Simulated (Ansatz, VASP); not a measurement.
## One calculation of Li2CaSc2, two programs

INCAR

```
ALGO     = Fast           # electronic algorithm
EDIFF    = 1E-6           # SCF threshold, eV
EDIFFG   = -0.04          # ionic threshold
ENCUT    = 600            # plane-wave cutoff, eV
GGA      = PE             # functional
IBRION   = 2              # ionic algorithm
ISIF     = 3              # what is computed and relaxed
ISMEAR   = 0              # smearing method
LASPH    = True           # aspherical terms in the spheres
LCHARG   = False          # write CHGCAR
LREAL    = False          # projectors in reciprocal space
LWAVE    = False          # write WAVECAR
NELM     = 100            # most SCF steps
NSW      = 90             # ionic steps
PREC     = Accurate       # precision mode
SIGMA    = 0.1            # smearing width, eV
```

Contents of KPOINTS:

```
k-points
0
Gamma
  6 6 2
```

POSCAR

```
Li2CaSc2
1.0
    3.3755407442      0.0000000000      0.0000000000
    0.0000000000      3.3755407442      0.0000000000
    0.0000000000      0.0000000000     11.0829299793
Li Ca Sc
2 1 2
Direct
    0.5000000000      0.5000000000      0.0000000000
    0.0000000000      0.0000000000      0.0000000000
    0.5000000000      0.5000000000      0.5000000000
    0.0000000000      0.0000000000      0.2508889677
    0.0000000000      0.0000000000      0.7491110323
```

Input for Ansatz:

```yaml
crystal:
  lattice:
    - [3.3755407442, 0.0, 0.0]
    - [0.0, 3.3755407442, 0.0]
    - [0.0, 0.0, 11.0829299793]
  atoms:
    - { symbol: Li, position: [0.5, 0.5, 0.0] }
    - { symbol: Li, position: [0.0, 0.0, 0.0] }
    - { symbol: Ca, position: [0.5, 0.5, 0.5] }
    - { symbol: Sc, position: [0.0, 0.0, 0.2508889677] }
    - { symbol: Sc, position: [0.0, 0.0, 0.7491110323] }
basis:
  ecutwfc: 420
kpoints:
  mp_grid: { grid: [6, 6, 2] }
hamiltonian:
  xc: pbe
scf:
  occupations: { method: gaussian, width: 0.1 }
  lower_state_search: "off"
output:
  forces: true
  stress: true
  eigenvalues: true
relax:
  adjacent_minimum: "off"
  f_tol: 0.04
  max_steps: 70
  cell: { stress_tol: 0.4 }
```

Alike in both runs: task relaxation of cell and atoms; functional PBE; k mesh 6 × 6 × 2; occupations gaussian, width 0.1 eV; no spin polarisation.

```csv
,VASP,Ansatz
version,VASP 6.6.1,Ansatz 0.2.0
potentials or method,"VASP PAW PBE potentials, release 64 (Li_sv, Ca_sv, Sc_sv), cutoff 600 eV","scalar-relativistic, plane waves, PAW"
valence electrons in the cell,38,38
```

```csv
,VASP,Ansatz,Ansatz less VASP
"gap on the k mesh at the Fermi level, each at its own relaxed structure (eV)",none,none,-
relaxed volume (Å³/atom),25.25,25.32,+0.072
relaxed cell length with the largest relative difference (Å),3.355,3.360,+0.0052
```

A gap of «none» marks a metal or a gap that the smearing closes.

Noted on VASP's run: the cutoff is short for stress, so the pressure is rough.
